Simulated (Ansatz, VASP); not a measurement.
One calculation of LiCl, two programs

```
Li Cl
1.0
    -2.56869    0.00053   -2.58358
    -2.56863   -2.57556    0.00068
    -5.13827    2.57647    2.58434
Li Cl
2 2
Direct
  0.99871 0.00069 0.99974
  0.50102 0.50039 0.49966
  0.25111 0.24831 0.25027
  0.74916 0.75061 0.75032
```

Change from the starting cell: cell x2, atoms moved at random (sigma 0.05 Å) and cell strained at random (1.5 %), then relaxed without symmetry.

Alike in both runs: functional PBE; k mesh 6 × 6 × 6; occupations gaussian, width 0.1 eV; no spin polarisation.

Ansatz relaxed the structure, and its values are those at the end. VASP's run is a single point on that final structure, the one shown.

|  | VASP | Ansatz |
| --- | --- | --- |
| version | VASP 6.6.1 | Ansatz 0.2.0 |
| potentials or method | VASP PAW PBE potentials, release 64 (Li_sv, Cl), cutoff 520 eV | scalar-relativistic, plane waves, PAW |
| valence electrons in the cell | 20 | 20 |

|  | VASP | Ansatz | Ansatz less VASP |
| --- | --- | --- | --- |
| gap on the k mesh at the Fermi level (eV) | 6.26 | 6.24 | -0.012 |
| least direct gap on the mesh (eV) | 6.26 | 6.24 | -0.012 |
| rms of the force components (eV/Å) | 0.003 | 0.003 | 0.0000 |

Noted on VASP's run: the cutoff is short for stress, so the pressure is rough.
